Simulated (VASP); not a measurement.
Runs of VASP 6.6.1 on Ti. The structure is that of space group Fm-3m (No. 225), or close to it. The cells are those of the table. 

```csv
task,level,potentials or basis,spin,cell,gap on the mesh (eV),pressure (GPa)
single point,PBEsol,"VASP PAW PBE potentials, release 64 (Ti_sv)",off,"a = 2.906 Å, angles 60.0°, 1 atom",none,(a)
single point,LDA,"VASP PAW LDA potentials, release 64 (Ti_sv)",off,"a = 2.906 Å, angles 60.0°, 1 atom",none,-8.6
single point,PBE,"VASP PAW PBE potentials, release 64 (Ti_sv)","non-collinear, zero start, SOC","a = 2.906 Å, angles 60.0°, 1 atom",-,0.0
electric field gradients,LDA,"VASP PAW LDA potentials, release 64 (Ti_sv)",off,"a = 2.906 Å, angles 60.0°, 1 atom",none,-8.6
single point,LDA,"VASP PAW LDA potentials, release 64 (Ti_sv)",off,"a = 2.866 Å, angles 60.0°, 1 atom",none,-4.6
```

Alike in all rows: k mesh 14 × 14 × 14; cutoff (eV) 520; smearing fermi-dirac 0.03 eV.

Question: Estimate the missing entries.

Answer: (a) -4.4.

Caveats: the PAW data sets were made with another functional, which shifts forces and pressure a little (some runs).

A gap of «none» marks levels without a gap at the run's occupations.
